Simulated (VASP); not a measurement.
# CdF2 in VASP: notebook

The runs below take CdF2 through single point, with PBE.

Everything below comes from runs of VASP 6.6.1. Logs are shortened: lines on timing, memory, paths and dates and some standing lists are left out, and cuts for length are marked.

## 1. The cell of the first run

Symmetry: Fm-3m, No. 225, cubic system. The conventional cell has a = 5.481 Å, b = 5.481 Å, c = 5.481 Å, α = 90.00°, β = 90.00°, γ = 90.00°. Within 3.1 Å of Cd (site symmetry m-3m) lie 8 F at 2.37 Å. Within 3.1 Å of F (site symmetry -43m) lie 4 Cd at 2.37 Å and 6 F at 2.74 Å.

## 2. Single point, PBE

File INCAR:

```
PREC = Accurate ; ENCUT = 520
EDIFF = 1E-7 ; ISMEAR = 0
SIGMA = 0.05 ; LREAL = False
LASPH = True ; NELM = 100
ALGO = Normal ; ISIF = 2
LWAVE = False ; LCHARG = True
GGA = PE ; LELF = True
LVHAR = True ; NBANDS = 20
```

File KPOINTS:

```
regular mesh
0
Gamma
  8 8 8
```

File POSCAR:

```
CdF2
1.0
    0.0000000000      2.7402705265      2.7402705265
    2.7402705265      0.0000000000      2.7402705265
    2.7402705265      2.7402705265      0.0000000000
Cd F
1 2
Direct
    0.0000000000      0.0000000000      0.0000000000
    0.2500000000      0.2500000000      0.2500000000
    0.7500000000      0.7500000000      0.7500000000
```

Potentials or basis: VASP PAW PBE potentials, release 64 (Cd, F).

Command:

```console
cat potpaw_PBE.64/Cd/POTCAR potpaw_PBE.64/F/POTCAR > POTCAR
mpirun -np 1 vasp_std > vasp.out
```

OUTCAR:

```text
PREC = Accurate
   ENCUT = 520
   EDIFF = 1E-7
   ISMEAR = 0
   LREAL = False
   LASPH = True
   NELM = 100
   ISIF = 2
   GGA = PE

 ion  position               nearest neighbor table
   1  0.000  0.000  0.000-   3 2.37   3 2.37   3 2.37   2 2.37   3 2.37   2 2.37   2 2.37   2 2.37

   2  0.250  0.250  0.250-   1 2.37   1 2.37   1 2.37   1 2.37
   3  0.750  0.750  0.750-   1 2.37   1 2.37   1 2.37   1 2.37

  LATTYP: Found a face centered cubic cell.
 ALAT       =     5.4805410530

  Lattice vectors:

 A1 = (   0.0000000000,   2.7402705265,   2.7402705265)
 A2 = (   2.7402705265,   0.0000000000,   2.7402705265)
 A3 = (   2.7402705265,   2.7402705265,   0.0000000000)

Analysis of symmetry for initial positions (statically):
=====================================================================
 Subroutine PRICEL returns:
 Original cell was already a primitive cell.

 Routine SETGRP: Setting up the symmetry group for a
 face centered cubic supercell.

 Subroutine GETGRP returns: Found 48 space group operations
 (whereof 48 operations were pure point group operations)
 out of a pool of 48 trial point group operations.

The static configuration has the point symmetry O_h .

Analysis of symmetry for dynamics (positions and initial velocities):
=====================================================================
 Subroutine PRICEL returns:
 Original cell was already a primitive cell.

 Routine SETGRP: Setting up the symmetry group for a
 face centered cubic supercell.

 Subroutine GETGRP returns: Found 48 space group operations
 (whereof 48 operations were pure point group operations)
 out of a pool of 48 trial point group operations.

The dynamic configuration has the point symmetry O_h .

 Subroutine INISYM returns: Found 48 space group operations
 (whereof 48 operations are pure point group operations),
 and found     1 'primitive' translations

----------------------------------------------------------------------------------------

                                     Primitive cell

  volume of cell :      41.1538

  direct lattice vectors                    reciprocal lattice vectors
     0.000000000  2.740270526  2.740270526    -0.182463737  0.182463737  0.182463737
     2.740270526  0.000000000  2.740270526     0.182463737 -0.182463737  0.182463737
     2.740270526  2.740270526  0.000000000     0.182463737  0.182463737 -0.182463737

  length of vectors
     3.875327743  3.875327743  3.875327743     0.316036463  0.316036463  0.316036463

  position of ions in fractional coordinates (direct lattice)
     0.000000000  0.000000000  0.000000000
     0.250000000  0.250000000  0.250000000
     0.750000000  0.750000000  0.750000000

  ion indices of the primitive-cell ions
   primitive index   ion index
                 1           1
                 2           2
                 3           3

----------------------------------------------------------------------------------------

 KPOINTS: regular mesh

Automatic generation of k-mesh.
 Grid dimensions read from file:
 generate k-points for:    8    8    8

 Generating k-lattice:

  Cartesian coordinates                     Fractional coordinates (reciprocal lattice)
    -0.022807967  0.022807967  0.022807967     0.125000000  0.000000000  0.000000000
     0.022807967 -0.022807967  0.022807967     0.000000000  0.125000000  0.000000000
     0.022807967  0.022807967 -0.022807967     0.000000000  0.000000000  0.125000000

  Length of vectors
     0.039504558  0.039504558  0.039504558

  Shift w.r.t. Gamma in fractional coordinates (k-lattice)
     0.000000000  0.000000000  0.000000000

 Subroutine IBZKPT returns following result:
 ===========================================

 Found     29 irreducible k-points:

 Following reciprocal coordinates:
            Coordinates               Weight
  0.000000  0.000000  0.000000      1.000000
  0.125000  0.000000  0.000000      8.000000
  0.250000  0.000000  0.000000      8.000000
  0.375000  0.000000  0.000000      8.000000
  0.500000  0.000000  0.000000      4.000000
  0.125000  0.125000  0.000000      6.000000
[... 16 lines left out ...]
  0.500000  0.250000  0.125000     48.000000
 -0.375000  0.250000  0.125000     24.000000
 [... further k-points ...]
   k-points           NKPTS =     29   k-points in BZ     NKDIM =     29   number of bands    NBANDS=     20
   number of dos      NEDOS =    301   number of ions     NIONS =      3
   total plane-waves  NPLWV =  27000
   dimension x,y,z NGX =    30 NGY =   30 NGZ =   30
   dimension x,y,z NGXF=    60 NGYF=   60 NGZF=   60
   ions per type =               1   2
   NGX,Y,Z   is equivalent  to a cutoff of  12.87, 12.87, 12.87 a.u.
   NGXF,Y,Z  is equivalent  to a cutoff of  25.74, 25.74, 25.74 a.u.
 SYSTEM =  unknown system
   PREC   = accura    normal or accurate (medium, high low for compatibility)
   ISTART =      0    job   : 0-new  1-cont  2-samecut
   ICHARG =      2    charge: 1-file 2-atom 10-const
   ISPIN  =      1    spin polarized calculation?
   LNONCOLLINEAR =      F non collinear calculations
   LSORBIT =      F    spin-orbit coupling
   LASPH  =      T    aspherical Exc in radial PAW
   ENCUT  =  520.0 eV  38.22 Ry    6.18 a.u.   7.21  7.21  7.21*2*pi/ulx,y,z
   NELM   =    100;   NELMIN=  2; NELMDL= -5     # of ELM steps
   EDIFF  = 0.1E-06   stopping-criterion for ELM
   LREAL  =      F    real-space projection
   EDIFFG = 0.1E-05   stopping-criterion for IOM
   NSW    =      0    number of steps for IOM
   IBRION =     -1    ionic relax: 0-MD 1-quasi-New 2-CG
   NFREE  =      0    steps in history (QN), initial steepest desc. (CG)
   ISIF   =      2    stress and relaxation
   ISYM   =      2    0-nonsym 1-usesym 2-fastsym
   POTIM  = 0.5000    time-step for ionic-motion
   TEBEG  =    0.0;   TEEND  =   0.0 temperature during run
   PSTRESS=    0.0 pullay stress
   NELECT =      26.0000    total number of electrons
   NUPDOWN=      -1.0000    fix difference up-down
   EMIN   =  10.00;   EMAX   =-10.00  energy-range for DOS
   EFERMI =   0.00;   METHOD = LEGACY
   ISMEAR =     0;   SIGMA  =   0.05  broadening in eV -4-tet -1-fermi 0-gaus
   EFERMI_NEDOS =   21; number of points for ismear=-14 and -15
   IALGO  =     38    algorithm
   IMIX   =      4    mixing-type and parameters
     AMIX     =   0.40;   BMIX     =  1.00
     AMIX_MAG =   1.60;   BMIX_MAG =  1.00
  volume/ion in A,a.u.               =      13.72        92.57
  Fermi-wavevector in a.u.,A,eV,Ry     =   1.404740  2.654573 26.848288  1.973293
  Thomas-Fermi vector in A             =   2.527271
   LORBIT       =      0    0 simple, 1 ext, 2 COOP (PROOUT), +10 PAW based schemes
   GGA     = PE    functional components
   LHFCALC =     F    Hartree Fock is set to
   AEXX    =    0.0000 exact exchange contribution
   IVDW    =     0    specifies the selected vdW correction
   LEPSILON=     F    determine dielectric tensor
   LRPA    =     F    only Hartree local field effects (RPA)
 non-spin polarized calculation
 Gauss-broadening in eV      SIGMA  =   0.05
  energy-cutoff  :      520.00
  volume of cell :       41.15
 maximum number of plane-waves:      1124
 NGX is ok and might be reduce to    30
   NGX = 15   NGY = 15   NGZ = 15

 number of electron      25.9999995 magnetization

 Free energy of the ion-electron system (eV)
  ---------------------------------------------------
  ext. energy  EPLUGINS =         0.00000000
  ---------------------------------------------------
  free energy    TOTEN  =       -10.90516208 eV

  energy without entropy =      -10.90516208  energy(sigma->0) =      -10.90516208

 E-fermi :  -1.4744     XC(G=0): -10.1370

 val. band max:       -1.6811638633   @ k =  -0.2500   0.5000   0.2500
 cond. band min:       1.2065752782   @ k =   0.0000   0.0000   0.0000
 fundamental gap:      2.8877391415
 Fermi energy:        -1.4743669958

 k-point     1 :       0.0000    0.0000    0.0000
  band No.  band energies     occupation
      1     -22.2153      2.00000
      2     -21.2465      2.00000
      3      -7.1625      2.00000
      4      -7.1625      2.00000
      5      -7.1625      2.00000
      6      -6.1658      2.00000
[... 12 lines left out ...]
     19      17.8457      0.00000
     20      17.8457      0.00000

 k-point     2 :       0.1250    0.0000    0.0000
  band No.  band energies     occupation
      1     -22.1730      2.00000
      2     -21.2853      2.00000
      3      -7.1114      2.00000
      4      -7.1114      2.00000
      5      -7.0183      2.00000
      6      -6.1792      2.00000
[... 12 lines left out ...]
     19      17.4345      0.00000
     20      17.4345      0.00000

 k-point     3 :       0.2500    0.0000    0.0000
  band No.  band energies     occupation
      1     -22.0544      2.00000
      2     -21.3894      2.00000
      3      -6.9950      2.00000
      4      -6.9950      2.00000
      5      -6.6352      2.00000
      6      -6.1883      2.00000
[... 12 lines left out ...]
     19      16.7668      0.00000
     20      17.3585      0.00000

 k-point     4 :       0.3750    0.0000    0.0000
  band No.  band energies     occupation
      1     -21.8913      2.00000
      2     -21.5364      2.00000
      3      -6.9022      2.00000
      4      -6.9022      2.00000
      5      -6.1731      2.00000
      6      -6.1448      2.00000
[... 12 lines left out ...]
     19      16.3031      0.00000
     20      16.9481      0.00000

 k-point     5 :       0.5000    0.0000    0.0000
  band No.  band energies     occupation
      1     -21.7405      2.00000
      2     -21.6797      2.00000
      3      -6.8750      2.00000
      4      -6.8750      2.00000
      5      -6.1040      2.00000
      6      -6.1040      2.00000
[... 12 lines left out ...]
     19      16.1434      0.00000
     20      16.6342      0.00000

 k-point     6 :       0.1250    0.1250    0.0000
  band No.  band energies     occupation
      1     -22.1596      2.00000
      2     -21.2964      2.00000
      3      -7.0846      2.00000
      4      -7.0846      2.00000
      5      -6.9853      2.00000
      6      -6.2278      2.00000
[... 12 lines left out ...]
     19      17.4908      0.00000
     20      18.0035      0.00000

 k-point     7 :       0.2500    0.1250    0.0000
  band No.  band energies     occupation
      1     -22.0698      2.00000
      2     -21.3735      2.00000
      3      -6.9766      2.00000
      4      -6.9761      2.00000
      5      -6.6975      2.00000
      6      -6.2901      2.00000
[... 12 lines left out ...]
     19      17.7522      0.00000
     20      18.6229      0.00000
[... 277 lines left out ...]
 k-point    20 :      -0.3750    0.3750    0.0000
  band No.  band energies     occupation
      1     -21.7397      2.00000
      2     -21.6468      2.00000
      3      -6.7587      2.00000
      4      -6.4613      2.00000
      5      -6.2178      2.00000
      6      -6.1955      2.00000
[... 12 lines left out ...]
     19      18.4044      0.00000
     20      18.8421      0.00000

 k-point    21 :       0.5000    0.5000    0.0000
  band No.  band energies     occupation
      1     -21.8089      2.00000
      2     -21.5703      2.00000
      3      -6.9191      2.00000
      4      -6.3604      2.00000
      5      -6.3604      2.00000
      6      -6.0668      2.00000
[... 12 lines left out ...]
     19      17.2553      0.00000
     20      19.4978      0.00000

 k-point    22 :       0.3750    0.2500    0.1250
  band No.  band energies     occupation
      1     -21.9723      2.00000
      2     -21.4552      2.00000
      3      -6.8637      2.00000
      4      -6.8398      2.00000
      5      -6.4214      2.00000
      6      -6.3657      2.00000
[... 12 lines left out ...]
     19      17.4083      0.00000
     20      19.5875      0.00000

 k-point    23 :       0.5000    0.2500    0.1250
  band No.  band energies     occupation
      1     -21.8411      2.00000
      2     -21.5688      2.00000
      3      -6.7823      2.00000
      4      -6.7139      2.00000
      5      -6.3326      2.00000
      6      -6.1484      2.00000
[... 12 lines left out ...]
     19      16.8675      0.00000
     20      19.7016      0.00000

 k-point    24 :      -0.3750    0.2500    0.1250
  band No.  band energies     occupation
      1     -21.7163      2.00000
      2     -21.6858      2.00000
      3      -6.7567      2.00000
      4      -6.6813      2.00000
      5      -6.1919      2.00000
      6      -6.1824      2.00000
[... 12 lines left out ...]
     19      16.6627      0.00000
     20      20.1600      0.00000

 [... further k-points ...]

------------------------ aborting loop because EDIFF is reached ----------------------------------------

  FORCE on cell =-STRESS in cart. coord.  units (eV):
  Direction    XX          YY          ZZ          XY          YZ          ZX
  --------------------------------------------------------------------------------------
  -------------------------------------------------------------------------------------
  Total        0.1465749      0.1465749      0.1465749     -0.0000000     -0.0000000     -0.0000000
  in kB        5.7063707      5.7063707      5.7063707     -0.0000000     -0.0000000     -0.0000000
  external PRESSURE =       5.7063707 kB  Pullay stress =       0.0000000 kB

 VOLUME and BASIS-vectors are now :
 -----------------------------------------------------------------------------
  energy-cutoff  :      520.00
  volume of cell :       41.15
      direct lattice vectors                 reciprocal lattice vectors
     0.000000000  2.740270526  2.740270526    -0.182463737  0.182463737  0.182463737
     2.740270526  0.000000000  2.740270526     0.182463737 -0.182463737  0.182463737
     2.740270526  2.740270526  0.000000000     0.182463737  0.182463737 -0.182463737

 POSITION                                       TOTAL-FORCE (eV/Angst)
 -----------------------------------------------------------------------------------
      0.00000      0.00000      0.00000        -0.000000     -0.000000      0.000000
      1.37014      1.37014      1.37014         0.000000      0.000000      0.000000
      4.11041      4.11041      4.11041        -0.000000     -0.000000     -0.000000
 -----------------------------------------------------------------------------------
    total drift:                                0.000000     -0.000000      0.000000

  FREE ENERGIE OF THE ION-ELECTRON SYSTEM (eV)
  ---------------------------------------------------
  free  energy   TOTEN  =       -10.9051620834 eV

  energy  without entropy=      -10.9051620834  energy(sigma->0) =      -10.90516208
```

Run time: 38 s. Hardware: 1 thread of AMD EPYC 7R13, shared host; peak memory 0.15 GiB.

What came out:

```
Free energy            : -10.9052 eV
Pressure               : 0.6 GPa
Band gap on the k mesh : 2.89 eV (least direct gap 3.45 eV)
```

(Continued in part 2 of 2.)
